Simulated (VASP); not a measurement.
# Ga4Sb3As (P-4m2) in VASP: single point with PBE

Aim: the single point of Ga4Sb3As with PBE.

All numbers are computed with VASP 6.6.1; they aren't measurements. Logs are shortened: lines on timing, memory, paths and dates and some standing lists are left out, and cuts for length are marked.

### Step 1. The cell of the first run

It takes space group P-4m2 (No. 115, tetragonal). Conventional cell: a = 4.315 Å, b = 4.315 Å, c = 12.193 Å, α = 90.00°, β = 90.00°, γ = 90.00°. Ga (site symmetry 2mm) has 4 Sb at 2.67 Å within 3.5 Å. Ga (site symmetry 2mm) has 2 As at 2.56 Å and 2 Sb at 2.67 Å within 3.4 Å. Sb (site symmetry 2mm) has 4 Ga at 2.67 Å within 3.5 Å. Within 3.5 Å of Sb (site symmetry -4m2) lie 4 Ga at 2.67 Å. As (site symmetry -4m2) has 4 Ga at 2.56 Å within 3.4 Å.

### Step 2. Single point, PBE

INCAR

```
SYSTEM = Ga4Sb3As
  PREC = Accurate
  ENCUT = 520
  EDIFF = 1E-7
  ISMEAR = 0
  SIGMA = 0.1
  LREAL = .FALSE.
  LASPH = .TRUE.
  NELM = 60
  ALGO = Normal
  ISIF = 2
  LWAVE = .FALSE.
  LCHARG = .FALSE.
  GGA = PE
  NBANDS = 46
```

KPOINTS

```
regular mesh
0
G
  10 10 4
  0 0 0
```

POSCAR

```
Ga4Sb3As
1.0
    4.3145694506      0.0000000000      0.0000000000
    0.0000000000      4.3145694506      0.0000000000
    0.0000000000      0.0000000000     12.1934264608
Ga Sb As
4 3 1
Direct
    0.5000000000      0.0000000000      0.6292701677
    0.0000000000      0.5000000000      0.8873987431
    0.5000000000      0.0000000000      0.1126012569
    0.0000000000      0.5000000000      0.3707298323
    0.0000000000      0.0000000000      0.7581926412
    0.0000000000      0.0000000000      0.2418073588
    0.5000000000      0.5000000000      0.5000000000
    0.5000000000      0.5000000000      0.0000000000
```

Potentials or basis: VASP PAW PBE potentials, release 64 (Ga_d, Sb, As).

Run with:

```console
$ cat potpaw_PBE.64/Ga_d/POTCAR potpaw_PBE.64/Sb/POTCAR potpaw_PBE.64/As/POTCAR > POTCAR
$ mpirun -np 1 vasp_std > vasp.out
```

OUTCAR:

```text
SYSTEM = Ga4Sb3As
   PREC = Accurate
   ENCUT = 520
   EDIFF = 1E-7
   ISMEAR = 0
   LREAL = .FALSE.
   LASPH = .TRUE.
   NELM = 60
   ISIF = 2
   GGA = PE

 ion  position               nearest neighbor table
   1  0.500  0.000  0.629-   5 2.67   5 2.67   7 2.67   7 2.67
   2  0.000  0.500  0.887-   8 2.56   8 2.56   5 2.67   5 2.67
   3  0.500  0.000  0.113-   8 2.56   8 2.56   6 2.67   6 2.67
   4  0.000  0.500  0.371-   6 2.67   6 2.67   7 2.67   7 2.67
   5  0.000  0.000  0.758-   1 2.67   1 2.67   2 2.67   2 2.67
   6  0.000  0.000  0.242-   4 2.67   4 2.67   3 2.67   3 2.67
   7  0.500  0.500  0.500-   1 2.67   4 2.67   1 2.67   4 2.67
   8  0.500  0.500  0.000-   2 2.56   3 2.56   3 2.56   2 2.56

  LATTYP: Found a simple tetragonal cell.
 ALAT       =     4.3145694506
 C/A-ratio  =     2.8261050379

  Lattice vectors:

 A1 = (   4.3145694506,   0.0000000000,   0.0000000000)
 A2 = (   0.0000000000,   4.3145694506,   0.0000000000)
 A3 = (   0.0000000000,   0.0000000000,  12.1934264608)

Analysis of symmetry for initial positions (statically):
=====================================================================
 Subroutine PRICEL returns:
 Original cell was already a primitive cell.

 Routine SETGRP: Setting up the symmetry group for a
 simple tetragonal supercell.

 Subroutine GETGRP returns: Found  8 space group operations
 (whereof  8 operations were pure point group operations)
 out of a pool of 16 trial point group operations.

The static configuration has the point symmetry D_2d.

Analysis of symmetry for dynamics (positions and initial velocities):
=====================================================================
 Subroutine PRICEL returns:
 Original cell was already a primitive cell.

 Routine SETGRP: Setting up the symmetry group for a
 simple tetragonal supercell.

 Subroutine GETGRP returns: Found  8 space group operations
 (whereof  8 operations were pure point group operations)
 out of a pool of 16 trial point group operations.

The dynamic configuration has the point symmetry D_2d.

 Subroutine INISYM returns: Found  8 space group operations
 (whereof  8 operations are pure point group operations),
 and found     1 'primitive' translations

----------------------------------------------------------------------------------------

                                     Primitive cell

  volume of cell :     226.9868

  direct lattice vectors                    reciprocal lattice vectors
     4.314569451  0.000000000  0.000000000     0.231772837  0.000000000  0.000000000
     0.000000000  4.314569451  0.000000000     0.000000000  0.231772837  0.000000000
     0.000000000  0.000000000 12.193426461     0.000000000  0.000000000  0.082011402

  length of vectors
     4.314569451  4.314569451 12.193426461     0.231772837  0.231772837  0.082011402

  position of ions in fractional coordinates (direct lattice)
     0.500000000  0.000000000  0.629270168
     0.000000000  0.500000000  0.887398743
     0.500000000  0.000000000  0.112601257
     0.000000000  0.500000000  0.370729832
     0.000000000  0.000000000  0.758192641
     0.000000000  0.000000000  0.241807359
     0.500000000  0.500000000  0.500000000
     0.500000000  0.500000000  0.000000000

  ion indices of the primitive-cell ions
   primitive index   ion index
                 1           1
                 2           2
                 3           3
                 4           4
                 5           5
                 6           6
                 7           7
                 8           8

----------------------------------------------------------------------------------------

 KPOINTS: regular mesh

Automatic generation of k-mesh.
 Grid dimensions read from file:
 generate k-points for:   10   10    4

 Generating k-lattice:

  Cartesian coordinates                     Fractional coordinates (reciprocal lattice)
     0.023177284  0.000000000  0.000000000     0.100000000  0.000000000  0.000000000
     0.000000000  0.023177284  0.000000000     0.000000000  0.100000000  0.000000000
     0.000000000  0.000000000  0.020502851     0.000000000  0.000000000  0.250000000

  Length of vectors
     0.023177284  0.023177284  0.020502851

  Shift w.r.t. Gamma in fractional coordinates (k-lattice)
     0.000000000  0.000000000  0.000000000

 Subroutine IBZKPT returns following result:
 ===========================================

 Found     63 irreducible k-points:

 Following reciprocal coordinates:
            Coordinates               Weight
  0.000000  0.000000  0.000000      1.000000
  0.100000  0.000000  0.000000      4.000000
  0.200000  0.000000  0.000000      4.000000
  0.300000  0.000000  0.000000      4.000000
  0.400000  0.000000  0.000000      4.000000
  0.500000  0.000000  0.000000      2.000000
[... 16 lines left out ...]
  0.100000  0.000000  0.250000      8.000000
  0.200000  0.000000  0.250000      8.000000
 [... further k-points ...]
   k-points           NKPTS =     63   k-points in BZ     NKDIM =     63   number of bands    NBANDS=     46
   number of dos      NEDOS =    301   number of ions     NIONS =      8
   total plane-waves  NPLWV =  98304
   dimension x,y,z NGX =    32 NGY =   32 NGZ =   96
   dimension x,y,z NGXF=    64 NGYF=   64 NGZF=  192
   ions per type =               4   3   1
   NGX,Y,Z   is equivalent  to a cutoff of  12.33, 12.33, 13.09 a.u.
   NGXF,Y,Z  is equivalent  to a cutoff of  24.66, 24.66, 26.18 a.u.
 SYSTEM =  Ga4Sb3As
   PREC   = accura    normal or accurate (medium, high low for compatibility)
   ISTART =      0    job   : 0-new  1-cont  2-samecut
   ICHARG =      2    charge: 1-file 2-atom 10-const
   ISPIN  =      1    spin polarized calculation?
   LNONCOLLINEAR =      F non collinear calculations
   LSORBIT =      F    spin-orbit coupling
   LASPH  =      T    aspherical Exc in radial PAW
   ENCUT  =  520.0 eV  38.22 Ry    6.18 a.u.   8.02  8.02 22.67*2*pi/ulx,y,z
   NELM   =     60;   NELMIN=  2; NELMDL= -5     # of ELM steps
   EDIFF  = 0.1E-06   stopping-criterion for ELM
   LREAL  =      F    real-space projection
   EDIFFG = 0.1E-05   stopping-criterion for IOM
   NSW    =      0    number of steps for IOM
   IBRION =     -1    ionic relax: 0-MD 1-quasi-New 2-CG
   NFREE  =      0    steps in history (QN), initial steepest desc. (CG)
   ISIF   =      2    stress and relaxation
   ISYM   =      2    0-nonsym 1-usesym 2-fastsym
   POTIM  = 0.5000    time-step for ionic-motion
   TEBEG  =    0.0;   TEEND  =   0.0 temperature during run
   PSTRESS=    0.0 pullay stress
   NELECT =      72.0000    total number of electrons
   NUPDOWN=      -1.0000    fix difference up-down
   EMIN   =  10.00;   EMAX   =-10.00  energy-range for DOS
   EFERMI =   0.00;   METHOD = LEGACY
   ISMEAR =     0;   SIGMA  =   0.10  broadening in eV -4-tet -1-fermi 0-gaus
   EFERMI_NEDOS =   21; number of points for ismear=-14 and -15
   IALGO  =     38    algorithm
   IMIX   =      4    mixing-type and parameters
     AMIX     =   0.40;   BMIX     =  1.00
     AMIX_MAG =   1.60;   BMIX_MAG =  1.00
  volume/ion in A,a.u.               =      28.37       191.47
  Fermi-wavevector in a.u.,A,eV,Ry     =   1.116483  2.109847 16.960127  1.246534
  Thomas-Fermi vector in A             =   2.253097
   LORBIT       =      0    0 simple, 1 ext, 2 COOP (PROOUT), +10 PAW based schemes
   GGA     = PE    functional components
   LHFCALC =     F    Hartree Fock is set to
   AEXX    =    0.0000 exact exchange contribution
   IVDW    =     0    specifies the selected vdW correction
   LEPSILON=     F    determine dielectric tensor
   LRPA    =     F    only Hartree local field effects (RPA)
 non-spin polarized calculation
 Gauss-broadening in eV      SIGMA  =   0.10
  energy-cutoff  :      520.00
  volume of cell :      226.99
 maximum number of plane-waves:      6172
   NGX = 17   NGY = 17   NGZ = 45

 number of electron      72.0000050 magnetization

 Free energy of the ion-electron system (eV)
  ---------------------------------------------------
  ext. energy  EPLUGINS =         0.00000000
  ---------------------------------------------------
  free energy    TOTEN  =       -30.23341878 eV

  energy without entropy =      -30.23260484  energy(sigma->0) =      -30.23301181

 E-fermi :   4.3074     XC(G=0):  -9.0027

 val. band max:        4.2713757620   @ k =   0.0000   0.0000   0.0000
 cond. band min:       4.3810745727   @ k =   0.5000   0.0000   0.0000
 fundamental gap:      0.1096988108
 Fermi energy:         4.3073713081

 k-point     1 :       0.0000    0.0000    0.0000
  band No.  band energies     occupation
      1     -10.7599      2.00000
      2     -10.7174      2.00000
      3     -10.7119      2.00000
      4     -10.7119      2.00000
      5     -10.6924      2.00000
      6     -10.6924      2.00000
[... 38 lines left out ...]
     45       7.2257      0.00000
     46       7.3650      0.00000

 k-point     2 :       0.1000    0.0000    0.0000
  band No.  band energies     occupation
      1     -10.7592      2.00000
      2     -10.7188      2.00000
      3     -10.7122      2.00000
      4     -10.7115      2.00000
      5     -10.6930      2.00000
      6     -10.6928      2.00000
[... 38 lines left out ...]
     45       7.3125      0.00000
     46       7.6472      0.00000

 k-point     3 :       0.2000    0.0000    0.0000
  band No.  band energies     occupation
      1     -10.7576      2.00000
      2     -10.7232      2.00000
      3     -10.7127      2.00000
      4     -10.7104      2.00000
      5     -10.6941      2.00000
      6     -10.6938      2.00000
[... 1018 lines left out ...]
     45       7.5182      0.00000
     46       7.6340      0.00000

 k-point    24 :       0.2000    0.0000    0.2500
  band No.  band energies     occupation
      1     -10.7576      2.00000
      2     -10.7233      2.00000
      3     -10.7127      2.00000
      4     -10.7104      2.00000
      5     -10.6941      2.00000
      6     -10.6938      2.00000
[... 38 lines left out ...]
     45       7.8666      0.00000
     46       8.4714      0.00000

 [... further k-points ...]

------------------------ aborting loop because EDIFF is reached ----------------------------------------

  FORCE on cell =-STRESS in cart. coord.  units (eV):
  Direction    XX          YY          ZZ          XY          YZ          ZX
  --------------------------------------------------------------------------------------
  -------------------------------------------------------------------------------------
  Total        0.1260343      0.1260343      0.1250032      0.0000000     -0.0000000      0.0000000
  in kB        0.8896080      0.8896080      0.8823298      0.0000000     -0.0000000      0.0000000
  external PRESSURE =       0.8871819 kB  Pullay stress =       0.0000000 kB

 VOLUME and BASIS-vectors are now :
 -----------------------------------------------------------------------------
  energy-cutoff  :      520.00
  volume of cell :      226.99
      direct lattice vectors                 reciprocal lattice vectors
     4.314569451  0.000000000  0.000000000     0.231772837  0.000000000  0.000000000
     0.000000000  4.314569451  0.000000000     0.000000000  0.231772837  0.000000000
     0.000000000  0.000000000 12.193426461     0.000000000  0.000000000  0.082011402

 POSITION                                       TOTAL-FORCE (eV/Angst)
 -----------------------------------------------------------------------------------
      2.15728      0.00000      7.67296        -0.000000     -0.000000      0.001401
      0.00000      2.15728     10.82043        -0.000000     -0.000000     -0.005528
      2.15728      0.00000      1.37300         0.000000     -0.000000      0.005528
      0.00000      2.15728      4.52047        -0.000000     -0.000000     -0.001401
      0.00000      0.00000      9.24497        -0.000000     -0.000000      0.000967
      0.00000      0.00000      2.94846        -0.000000      0.000000     -0.000967
      2.15728      2.15728      6.09671        -0.000000      0.000000      0.000000
      2.15728      2.15728      0.00000        -0.000000      0.000000      0.000000
 -----------------------------------------------------------------------------------
    total drift:                                0.000000      0.000000      0.000000

  FREE ENERGIE OF THE ION-ELECTRON SYSTEM (eV)
  ---------------------------------------------------
  free  energy   TOTEN  =       -30.2334187756 eV

  energy  without entropy=      -30.2326048408  energy(sigma->0) =      -30.23301181
```

Wall time 21 min (1 thread of AMD EPYC 7R13, shared host); peak memory 0.66 GiB.

What came out:

```
Free energy            : -30.2334 eV
Pressure               : 0.1 GPa
Largest force          : 0.006 eV/Å
Band gap on the k mesh : zero (filled and empty bands touch)
```

Forces on the atoms (eV/Å):
```
Ga   0.000  0.000  0.001
Ga   0.000  0.000 -0.006
Ga   0.000  0.000  0.006
Ga   0.000  0.000 -0.001
Sb   0.000  0.000  0.001
Sb   0.000  0.000 -0.001
Sb   0.000  0.000  0.000
As   0.000  0.000  0.000
```

Caveat: semilocal functionals underestimate gaps, so a narrow gap can read as zero; spin-orbit coupling is left out, which moves the levels of the heavy elements.
